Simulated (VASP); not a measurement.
A run of VASP 6.6.1:

The input INCAR:

```
  PREC = Accurate
  ENCUT = 600
  EDIFF = 1E-7
  ISMEAR = -1
  SIGMA = 0.1
  LREAL = F
  LASPH = T
  NELM = 60
  ALGO = Normal
  ISIF = 3
  LWAVE = F
  LCHARG = F
  GGA = B5
  ALDAX = 1.0
  AGGAX = 1.0
  AGGAC = 1.0
  ALDAC = 0.0
  IBRION = 2
  NSW = 80
  EDIFFG = -0.01
```

The input KPOINTS:

```
regular mesh
0
Gamma
  14 14 4
```

POSCAR

```
Ni
1.0
    2.4917559660      0.0000000000      0.0000000000
   -1.2458779830      2.1579239666      0.0000000000
    0.0000000000      0.0000000000      8.1380749850
Ni
4
Direct
    0.0000000000      0.0000000000      0.0000000000
    0.0000000000      0.0000000000      0.5000000000
    0.3333333333      0.6666666667      0.2500000000
    0.6666666667      0.3333333333      0.7500000000
```

Potentials or basis: VASP PAW PBE potentials, release 64 (Ni).

The run is started by

```bash
$ cat potpaw_PBE.64/Ni/POTCAR > POTCAR
$ mpirun -np 1 vasp_std > vasp.out
```

Hardware: 1 thread of Intel(R) Xeon(R) 6975P-C (Granite Rapids) (shared host).

Question: How long does it take, and how much memory?

Answer: It took 4.8 min on 1 thread of Intel(R) Xeon(R) 6975P-C (Granite Rapids), with other jobs on the host, peak memory 0.22 GiB. Counts: scf iterations 73, k points 72, ion steps 7.
